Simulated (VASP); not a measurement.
# Zr (P6_3/mmc) in VASP: notebook, part 2 of 2

VASP 6.6.1.

## Step 3: Single point, PBE+D3(BJ)

This run uses another cell than the first one, of 22.45 Å³/atom, 1.045 times its volume.

Input file INCAR:

```
PREC = Accurate
ENCUT = 520
EDIFF = 1E-7
ISMEAR = -1
SIGMA = 0.05
LREAL = False
LASPH = True
NELM = 60
ALGO = Normal
ISIF = 2
LWAVE = False
LCHARG = False
GGA = PE
IVDW = 12
NBANDS = 19
```

Input file KPOINTS:

```
Automatic mesh
0
Gamma
  9 9 5
```

Input file POSCAR:

```
Zr
1.0
    3.1813543436      0.0000000000      0.0000000000
   -1.5906771718      2.7551336800      0.0000000000
    0.0000000000      0.0000000000      5.1230143146
Zr
2
Direct
    0.6666666667      0.3333333333      0.7500000000
    0.3333333333      0.6666666667      0.2500000000
```

Potentials or basis: VASP PAW PBE potentials, release 64 (Zr_sv).

Launch:

```
> cat potpaw_PBE.64/Zr_sv/POTCAR > POTCAR
> mpirun -np 1 vasp_std > vasp.out
```

OUTCAR:

```text
PREC = Accurate
   ENCUT = 520
   EDIFF = 1E-7
   ISMEAR = -1
   LREAL = False
   LASPH = True
   NELM = 60
   ISIF = 2
   GGA = PE
   IVDW = 12
 IVDW          = 12

 ion  position               nearest neighbor table
   1  0.667  0.333  0.750-   2 3.15   2 3.15   2 3.15   2 3.15   2 3.15   2 3.15
   2  0.333  0.667  0.250-   1 3.15   1 3.15   1 3.15   1 3.15   1 3.15   1 3.15

  LATTYP: Found a hexagonal cell.
 ALAT       =     3.1813543436
 C/A-ratio  =     1.6103249627

  Lattice vectors:

 A1 = (   3.1813543436,   0.0000000000,   0.0000000000)
 A2 = (  -1.5906771718,   2.7551336800,   0.0000000000)
 A3 = (   0.0000000000,   0.0000000000,   5.1230143146)

Analysis of symmetry for initial positions (statically):
=====================================================================
 Subroutine PRICEL returns:
 Original cell was already a primitive cell.

 Routine SETGRP: Setting up the symmetry group for a
 hexagonal supercell.

 Subroutine GETGRP returns: Found 24 space group operations
[... 162 lines left out ...]
  ---------------------------------------------------
  free energy    TOTEN  =       -17.03038305 eV

  energy without entropy =      -17.01393119  energy(sigma->0) =      -17.02215712

 E-fermi :   9.4044     XC(G=0): -11.2480

 val. band max:        9.4009979554   @ k =   0.0000   0.0000   0.4000
 cond. band min:       9.4257873639   @ k =   0.3333   0.3333   0.4000
 fundamental gap:      0.0247894085
 Fermi energy:         9.4043655949

 k-point     1 :       0.0000    0.0000    0.0000
  band No.  band energies     occupation
      1     -39.3639      2.00000
      2     -39.1917      2.00000
      3     -17.9408      2.00000
      4     -16.9683      2.00000
      5     -16.9683      2.00000
      6     -16.8355      2.00000
[... 505 lines left out ...]
      6     -17.3031      2.00000
[... 11 lines left out ...]
     18      13.9601      0.00000
     19      16.4586      0.00000

 [... further k-points ...]

------------------------ aborting loop because EDIFF is reached ----------------------------------------

 Edisp (eV)   -1.09735

 E8    (eV) :    -0.5636

  FORCE on cell =-STRESS in cart. coord.  units (eV):
  Direction    XX          YY          ZZ          XY          YZ          ZX
  --------------------------------------------------------------------------------------
  -------------------------------------------------------------------------------------
  Total       0.00561     0.00561     0.01002     0.00000     0.00000     0.00000
  in kB       0.20020     0.20020     0.35736     0.00000     0.00000     0.00000
  external pressure =        0.25 kB  Pullay stress =        0.00 kB

 VOLUME and BASIS-vectors are now :
 -----------------------------------------------------------------------------
  energy-cutoff  :      520.00
  volume of cell :       44.90
      direct lattice vectors                 reciprocal lattice vectors
     3.181354344  0.000000000  0.000000000     0.314331537  0.181479397  0.000000000
    -1.590677172  2.755133680  0.000000000     0.000000000  0.362958795  0.000000000
     0.000000000  0.000000000  5.123014315     0.000000000  0.000000000  0.195197581

 POSITION                                       TOTAL-FORCE (eV/Angst)
 -----------------------------------------------------------------------------------
      1.59068      0.91838      3.84226         0.000000     -0.000000      0.000000
     -0.00000      1.83676      1.28075        -0.000000      0.000000      0.000000
 -----------------------------------------------------------------------------------
    total drift:                               -0.000000      0.000000     -0.000000

  FREE ENERGIE OF THE ION-ELECTRON SYSTEM (eV)
  ---------------------------------------------------
  free  energy   TOTEN  =       -18.1277342895 eV

  energy  without entropy=      -18.1112824298  energy(sigma->0) =      -18.11950836
```

OSZICAR:

```text
N       E                     dE             d eps       ncg     rms          rms(c)
DAV:   1     0.221216912588E+03    0.22122E+03   -0.13207E+04  1368   0.126E+03
DAV:   2    -0.763722997544E+00   -0.22198E+03   -0.21768E+03  1578   0.371E+02
DAV:   3    -0.172420223575E+02   -0.16478E+02   -0.16291E+02  2441   0.731E+01
DAV:   4    -0.176745213849E+02   -0.43250E+00   -0.43210E+00  1636   0.122E+01
DAV:   5    -0.176900814903E+02   -0.15560E-01   -0.15558E-01  2023   0.153E+00    0.153E+01
DAV:   6    -0.171305157122E+02    0.55957E+00   -0.86694E-01  1487   0.718E+00    0.618E+00
DAV:   7    -0.170238157359E+02    0.10670E+00   -0.57897E-01  1942   0.513E+00    0.113E+00
DAV:   8    -0.170302815420E+02   -0.64658E-02   -0.37666E-02  1772   0.151E+00    0.238E-01
DAV:   9    -0.170304170159E+02   -0.13547E-03   -0.13284E-03  1800   0.324E-01    0.285E-02
DAV:  10    -0.170303805964E+02    0.36419E-04   -0.38425E-05  1856   0.384E-02    0.206E-02
DAV:  11    -0.170303830644E+02   -0.24680E-05   -0.79233E-06  1519   0.308E-02    0.202E-03
DAV:  12    -0.170303830523E+02    0.12073E-07   -0.27206E-07  1400   0.355E-03
   1 F= -.18127734E+02 E0= -.18119508E+02  d E =-.164519E-01
```

stdout:

```text
POSCAR found type information on POSCAR Zr
 POSCAR found :  1 types and       2 ions
 scaLAPACK will be used
 LDA part: xc-table for (Slater+PW92), standard interpolation
 POSCAR, INCAR and KPOINTS ok, starting setup
 FFT: planning ... GRIDC
 FFT: planning ... GRID_SOFT
 FFT: planning ... GRID
 WAVECAR not read
 entering main loop
```

It took 8.9 s on 1 thread of Intel Xeon 6975P-C (Granite Rapids), shared host; peak memory 0.17 GiB.

What came out:

```
Free energy                : -18.1277 eV
Pressure                   : 0.0 GPa
Band gap on the k mesh     : zero (band 12 reaches 10.29 eV, above the bottom of band 13 at 9.15 eV)
Dispersion energy per atom : -0.549 eV
```

Levels at points of the mesh, in eV from the Fermi level:
```
           k point  band 8  band 9  band 10  band 11  band 12  band 13  band 14  band 15  band 16  band 17
(0.00, 0.00, 0.00)  -26.22   -5.72    -3.13     0.89     0.89     0.93     1.22     1.59     1.59     2.28
```

Caveat: pairwise dispersion overbinds metals, which lowers pressure and volume.

## Step 4: Single point, PBE

This run uses another cell than the first one, of 23.28 Å³/atom, 1.083 times its volume.

Input file INCAR:

```
SYSTEM = Zr
PREC     = Accurate       ! precision mode
ENCUT    = 520            ! plane-wave cutoff, eV
EDIFF    = 1E-7           ! SCF threshold, eV
ISMEAR   = 0              ! smearing method
SIGMA    = 0.025          ! smearing width, eV
LREAL    = .False.        ! projectors in reciprocal space
LASPH    = .True.         ! aspherical terms in the spheres
NELM     = 100            ! most SCF steps
ALGO     = Normal         ! electronic algorithm
ISIF     = 2              ! what is computed and relaxed
LWAVE    = .False.        ! write WAVECAR
LCHARG   = .False.        ! write CHGCAR
GGA      = PE             ! functional
NBANDS   = 19             ! bands
```

Input file KPOINTS:

```
Automatic mesh
0
Gamma
  9 9 5
  0 0 0
```

Input file POSCAR:

```
Zr
1.0
    3.2320000000      0.0000000000      0.0000000000
   -1.6160000000      2.7989941050      0.0000000000
    0.0000000000      0.0000000000      5.1470000000
Zr
2
Direct
    0.6666666667      0.3333333333      0.7500000000
    0.3333333333      0.6666666667      0.2500000000
```

Launch:

```
> cat potpaw_PBE.64/Zr_sv/POTCAR > POTCAR
> mpirun -np 1 vasp_std > vasp.out
```

Run time: 8.9 s. Hardware: 1 thread of Intel Xeon 6975P-C (Granite Rapids), shared host; peak memory 0.17 GiB.

It converged, with:

- Free energy: -17.0446 eV
- Pressure: 0.6 GPa
- Band gap on the k mesh: zero (band 12 reaches 9.85 eV, above the bottom of band 13 at 8.74 eV)

Stress tensor (GPa, compression positive):
```
0.23 0.00 0.00
0.00 0.23 0.00
0.00 0.00 1.32
```

Levels at points of the mesh, in eV from the Fermi level:
| k point | band 9 | band 10 | band 11 | band 12 | band 13 | band 14 | band 15 | band 16 |
| --- | --- | --- | --- | --- | --- | --- | --- | --- |
| (0.00, 0.00, 0.00) | -5.70 | -3.07 | 0.82 | 0.82 | 0.97 | 1.13 | 1.52 | 1.52 |

## Step 5: Single point, PBE

This run uses another cell than the first one, of 23.28 Å³/atom, 1.083 times its volume.

Input file INCAR:

```
ALGO     = Fast           # electronic algorithm
EDIFF    = 1E-6           # SCF threshold, eV
ENCUT    = 520            # plane-wave cutoff, eV
GGA      = PE             # functional
ISIF     = 2              # what is computed and relaxed
ISMEAR   = 0              # smearing method
LASPH    = T              # aspherical terms in the spheres
LCHARG   = F              # write CHGCAR
LREAL    = F              # projectors in reciprocal space
LWAVE    = F              # write WAVECAR
NBANDS   = 19             # bands
NELM     = 60             # most SCF steps
PREC     = Accurate       # precision mode
SIGMA    = 0.026000000000000002 # smearing width, eV
```

Input file KPOINTS:

```
k-points
0
Gamma
  9 9 5
```

POSCAR is that of step 4.

Launch:

```
> cat potpaw_PBE.64/Zr_sv/POTCAR > POTCAR
> mpirun -np 1 vasp_std > vasp.out
```

Run time: 15 s. Hardware: 1 thread of Intel Xeon 6975P-C (Granite Rapids), shared host; peak memory 0.16 GiB.

It converged, with:

- Free energy: -17.0446 eV
- Pressure: 0.6 GPa
- Band gap on the k mesh: zero (band 12 reaches 9.85 eV, above the bottom of band 13 at 8.74 eV)

Stress tensor (GPa, compression positive):
```
0.23 0.00 0.00
0.00 0.23 0.00
0.00 0.00 1.32
```

Levels at points of the mesh, in eV from the Fermi level:
| k point | band 10 | band 11 | band 12 | band 13 | band 14 | band 15 |
| --- | --- | --- | --- | --- | --- | --- |
| (0.00, 0.00, 0.00) | -3.07 | 0.82 | 0.82 | 0.97 | 1.13 | 1.52 |

## Step 6: Summary

```csv
level,cell,smearing,gap on the mesh (eV),pressure (GPa)
PBEsol+D3(BJ),"a = 3.130, b = 3.130, c = 5.065 Å, angles 90.0, 90.0, 120.0°, 2 atoms",fermi-dirac 0.05 eV,none,0.1
PBE+D3(BJ),"a = 3.181, b = 3.181, c = 5.123 Å, angles 90.0, 90.0, 120.0°, 2 atoms",fermi-dirac 0.05 eV,none,0.0
PBE,"a = 3.232, b = 3.232, c = 5.147 Å, angles 90.0, 90.0, 120.0°, 2 atoms",gaussian 0.025 eV,none,0.6
PBE,"a = 3.232, b = 3.232, c = 5.147 Å, angles 90.0, 90.0, 120.0°, 2 atoms",gaussian 0.026 eV,none,0.6
```

Alike in all rows: task single point; potentials or basis VASP PAW PBE potentials, release 64 (Zr_sv); no spin polarisation; k mesh 9 × 9 × 5; cutoff (eV) 520.

Caveats: pairwise dispersion overbinds metals, which lowers pressure and volume (some runs); the PAW data sets were made with another functional, which shifts forces and pressure a little (some runs).

Absolute energies hang on the potentials; compare differences alone.
